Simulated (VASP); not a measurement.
The system is SiC2F.

```
Si C F
1.0
     4.72779    0.00000    0.00000
    -2.36389    4.09438    0.00000
     0.00000    0.00000    3.10082
Si C F
1 2 1
Cartesian
  0.0000 0.0000 1.5504
  0.0000 2.7296 1.5504
  2.3639 1.3648 1.5504
  0.0000 0.0000 0.0000
```

```yaml
Program: VASP 6.6.1
Task: relaxation of cell and atoms
Functional: PBE
Potentials_or_basis: VASP PAW PBE potentials, release 64 (Si, C, F)
Cutoff: 600 eV
k_mesh: 6 × 6 × 6
Occupations: gaussian, width 0.1 eV
Spin: no spin polarisation
```

At the start: pressure -1.4 GPa; volume 15.01 Å³/atom.

Question: How do energy, volume and symmetry change on relaxing?

Answer: Over 9 steps the energy falls by 1595.2 meV/atom and the volume is 10.34 Å³/atom (-31.1 %); space group P6/mmm (No. 191, to 0.05 Å).

The path:
```tsv
step	energy change (eV)	largest force (eV/Å)	pressure (GPa)	volume (Å³)
1	0.0000	0.0000	-1.39	60.02
2	-4.2468	0.0000	-21.28	56.57
3	-5.3077	0.0000	-22.50	53.40
4	-5.5258	0.0000	-21.25	51.99
5	-5.4095	0.0000	23.68	38.23
6	-6.0766	0.0000	-6.27	44.88
7	-6.0779	0.0000	-5.27	44.57
8	-6.3655	0.0000	-1.37	42.00
9	-6.3808	0.0000	-0.03	41.36
```

Final structure:
```
Si C F
1.0
     3.52567    0.00000    0.00000
    -1.76284    3.05332    0.00000
     0.00000    0.00000    3.84251
Si C F
1 2 1
Direct
  0.00000 0.00000 0.50000
  0.33333 0.66667 0.50000
  0.66667 0.33333 0.50000
  0.00000 0.00000 0.00000
```

Caveat: the volume moved by over 15 % at a fixed basis, so the end points are rough; an odd number of electrons without spin polarisation forces a metal; a magnetic or distorted state may lie lower.
